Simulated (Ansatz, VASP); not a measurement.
One calculation of Ir, two programs

```
Ir
1.0
     0.00000    1.97729    1.91970
     1.97729    0.00000    1.91970
     1.97729    1.97729    0.00000
Ir
1
Cartesian
  0.0000 0.0000 0.0000
```

Change from the starting cell: equal xx and yy strain of +3 %.

Alike in both runs: task single point; functional PBE; k mesh 15 × 15 × 15; occupations fermi-dirac, width 0.05 eV; no spin polarisation.

|  | VASP | Ansatz |
| --- | --- | --- |
| version | VASP 6.6.1 | Ansatz 0.2.0 |
| potentials or method | VASP PAW PBE potentials, release 64 (Ir), cutoff 520 eV | all-electron LAPW, scalar-relativistic |

|  | VASP | Ansatz | Ansatz less VASP |
| --- | --- | --- | --- |
| pressure (GPa) | -10.6 | -11.0 | -0.42 |
| traceless stress, the component that is largest in VASP (GPa) | 6.27 | 6.32 | +0.054 |

Ansatz ran all-electron here, and VASP with PAW potentials.

Neither program's run includes spin-orbit coupling.
